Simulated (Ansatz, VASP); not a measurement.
**Two plane-wave programs on SnO**

```
Sn O
1.0
     3.93336    0.00000    0.00000
     0.00000    3.93336    0.00000
     0.00000    0.00000    4.62170
Sn O
2 2
Direct
  0.00000 0.50000 0.24253
  0.50000 0.00000 0.75747
  0.00000 0.00000 0.00000
  0.50000 0.50000 0.00000
```

Alike in both runs: task single point; functional PBEsol; k mesh 12 × 12 × 10; occupations gaussian, width 0.15 eV; no spin polarisation.

```csv
,VASP,Ansatz
version,VASP 6.6.1,Ansatz 0.2.0
potentials or method,"VASP PAW PBE potentials, release 64 (Sn_d, O), cutoff 520 eV","scalar-relativistic, plane waves, PAW"
valence electrons in the cell,40,40
```

```tsv
	VASP	Ansatz	Ansatz less VASP
gap on the k mesh at the Fermi level (eV)	0.33	0.32	-0.007
least direct gap on the mesh (eV)	1.74	1.75	+0.012
pressure (GPa)	-4.0	-4.3	-0.25
traceless stress, the component that is largest in VASP (GPa)	3.26	3.27	+0.019
rms of the force components (eV/Å)	0.073	0.105	+0.0327
```

VASP's potentials were made for PBE, not for PBEsol. Atom by atom the forces differ by 0.033 eV/Å (rms over components). The functional is the same, so the differences come from potentials, cutoffs and numerics.
